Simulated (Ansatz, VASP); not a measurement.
# KF in VASP and in Ansatz

```
K F
1.0
    -0.05892    2.73803    2.73803
     2.73803   -0.05892    2.73803
     2.73803    2.73803   -0.05892
K F
1 1
Cartesian
  0.0000 0.0000 0.0000
  2.7086 2.7086 2.7086
```

Alike in both runs: task single point; functional PBE; k mesh 8 × 8 × 8; occupations gaussian, width 0.05 eV; no spin polarisation.

```csv
,VASP,Ansatz
version,VASP 6.6.1,Ansatz 0.2.0
potentials or method,"VASP PAW PBE potentials, release 64 (K_sv, F), cutoff 520 eV","scalar-relativistic, plane waves, PAW"
valence electrons in the cell,16,16
```

|  | VASP | Ansatz | Ansatz less VASP |
| --- | --- | --- | --- |
| gap on the k mesh at the Fermi level (eV) | 5.62 | 5.64 | +0.014 |
| least direct gap on the mesh (eV) | 5.62 | 5.64 | +0.014 |
| pressure (GPa) | -1.6 | -1.6 | +0.03 |
| traceless stress, the component that is largest in VASP (GPa) | 0.28 | 0.28 | +0.003 |
